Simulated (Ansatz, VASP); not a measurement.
SnTe: VASP beside Ansatz

Contents of POSCAR:

```
SnTe
1.0
    0.0000000000      3.2209343925      3.2209343925
    3.2209343925      0.0000000000      3.2209343925
    3.2209343925      3.2209343925      0.0000000000
Sn Te
1 1
Direct
    0.0000000000      0.0000000000      0.0000000000
    0.5000000000      0.5000000000      0.5000000000
```

The input INCAR.step1:

```
PREC     = Accurate       # precision mode
ENCUT    = 550            # plane-wave cutoff, eV
ISMEAR   = -1             # smearing method
SIGMA    = 0.02           # smearing width, eV
LREAL    = False          # projectors in reciprocal space
LASPH    = True           # aspherical terms in the spheres
NELM     = 120            # most SCF steps
NBANDS   = 17             # bands
GGA      = PE             # functional
ALGO     = Normal         # electronic algorithm
EDIFF    = 1E-5           # SCF threshold, eV
LWAVE    = True           # write WAVECAR
LCHARG   = False          # write CHGCAR
GGA_COMPAT= False
```

File INCAR.step2:

```
PREC     = Accurate       # precision mode
ENCUT    = 550            # plane-wave cutoff, eV
EDIFF    = 1E-6           # SCF threshold, eV
ISMEAR   = -1             # smearing method
SIGMA    = 0.02           # smearing width, eV
LREAL    = False          # projectors in reciprocal space
LASPH    = True           # aspherical terms in the spheres
NELM     = 120            # most SCF steps
ALGO     = Normal         # electronic algorithm
ISIF     = 2              # what is computed and relaxed
LWAVE    = False          # write WAVECAR
LCHARG   = True           # write CHGCAR
METAGGA  = R2SCAN         # meta-GGA
LMIXTAU  = True         
LELF     = True           # ELF
LVHAR    = True         
NBANDS   = 17             # bands
ISTART   = 1            
GGA_COMPAT= False
```

KPOINTS

```
regular mesh
0
Gamma
  6 6 6
```

Input for Ansatz:

```yaml
crystal:
  lattice:
    - [0.0, 3.2209343925, 3.2209343925]
    - [3.2209343925, 0.0, 3.2209343925]
    - [3.2209343925, 3.2209343925, 0.0]
  atoms:
    - { symbol: Sn, position: [0.0, 0.0, 0.0] }
    - { symbol: Te, position: [0.5, 0.5, 0.5] }
kpoints:
  mp_grid: { grid: [6, 6, 6] }
hamiltonian:
  xc: r2scan
scf:
  occupations: { method: fermi_dirac, width: 0.02 }
  n_extra_bands: 4
output:
  forces: true
  stress: true
  eigenvalues: true
```

Alike in both runs: task single point; functional r2SCAN; k mesh 6 × 6 × 6; occupations fermi-dirac, width 0.02 eV; no spin polarisation.

|  | VASP | Ansatz |
| --- | --- | --- |
| version | VASP 6.6.1 | Ansatz 0.2.0 |
| potentials or method | VASP PAW PBE potentials, release 64 (Sn_d, Te) | plane waves, PAW |
| plane-wave cutoff (eV) | 550 | 500 |
| valence electrons in the cell | 20 | 30 |

|  | VASP | Ansatz | Ansatz less VASP |
| --- | --- | --- | --- |
| pressure (GPa) | -1.2 | -1.2 | 0.00 |

VASP's potentials were made for PBE, not for r2SCAN. VASP's potentials hold 20 valence electrons a cell and Ansatz's 30, so a difference there can come from the potentials and not from the codes.

Spin-orbit coupling is off throughout.
